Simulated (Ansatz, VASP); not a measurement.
# Two plane-wave programs on Ca2O

The input INCAR:

```
SYSTEM = Ca2O
ALGO = Normal ; EDIFF = 1E-6
EDIFFG = -0.01 ; ENCUT = 600
GGA = PE ; IBRION = 2
ISIF = 3 ; ISMEAR = 0
LASPH = .True. ; LCHARG = .False.
LREAL = .False. ; LWAVE = .False.
NELM = 80 ; NSW = 100
PREC = Accurate ; SIGMA = 0.1
```

File KPOINTS:

```
k-points
0
Gamma
  8 8 8
  0 0 0
```

Contents of POSCAR:

```
Ca2O
1.0
    0.0000000000      4.0110843471      4.0110843471
    4.0110843471      0.0000000000      4.0110843471
    4.0110843471      4.0110843471      0.0000000000
Ca O
4 2
Direct
    0.6250000000      0.6250000000      0.6250000000
    0.1250000000      0.6250000000      0.6250000000
    0.6250000000      0.6250000000      0.1250000000
    0.6250000000      0.1250000000      0.6250000000
    0.0000000000      0.0000000000      0.0000000000
    0.2500000000      0.2500000000      0.2500000000
```

Input for Ansatz:

```yaml
crystal:
  lattice:
    - [0.0, 4.0110843471, 4.0110843471]
    - [4.0110843471, 0.0, 4.0110843471]
    - [4.0110843471, 4.0110843471, 0.0]
  atoms:
    - { symbol: Ca, position: [0.625, 0.625, 0.625] }
    - { symbol: Ca, position: [0.125, 0.625, 0.625] }
    - { symbol: Ca, position: [0.625, 0.625, 0.125] }
    - { symbol: Ca, position: [0.625, 0.125, 0.625] }
    - { symbol: O, position: [0.0, 0.0, 0.0] }
    - { symbol: O, position: [0.25, 0.25, 0.25] }
basis:
  ecutwfc: 420
kpoints:
  mp_grid: { grid: [8, 8, 8] }
hamiltonian:
  xc: pbe
scf:
  occupations: { method: gaussian, width: 0.1 }
output:
  forces: true
  stress: true
  eigenvalues: true
relax:
  adjacent_minimum: "off"
  f_tol: 0.01
  max_steps: 80
  cell: { stress_tol: 0.05 }
```

Alike in both runs: task relaxation of cell and atoms; functional PBE; k mesh 8 × 8 × 8; occupations gaussian, width 0.1 eV; no spin polarisation.

|  | VASP | Ansatz |
| --- | --- | --- |
| version | VASP 6.6.1 | Ansatz 0.2.0 |
| potentials or method | VASP PAW PBE potentials, release 64 (Ca_sv, O), cutoff 600 eV | scalar-relativistic, plane waves, PAW |
| valence electrons in the cell | 52 | 52 |

|  | VASP | Ansatz | Ansatz less VASP |
| --- | --- | --- | --- |
| gap on the k mesh at the Fermi level, each at its own relaxed structure (eV) | none | none | - |
| relaxed volume (Å³/atom) | 28.73 | 28.91 | +0.177 |
| relaxed cell length with the largest relative difference (Å) | 6.247 | 6.260 | +0.0128 |

A gap of «none» marks a metal or a gap that the smearing closes.

Noted on VASP's run: the volume moved by over 15 % at a fixed basis, so the end points are rough.
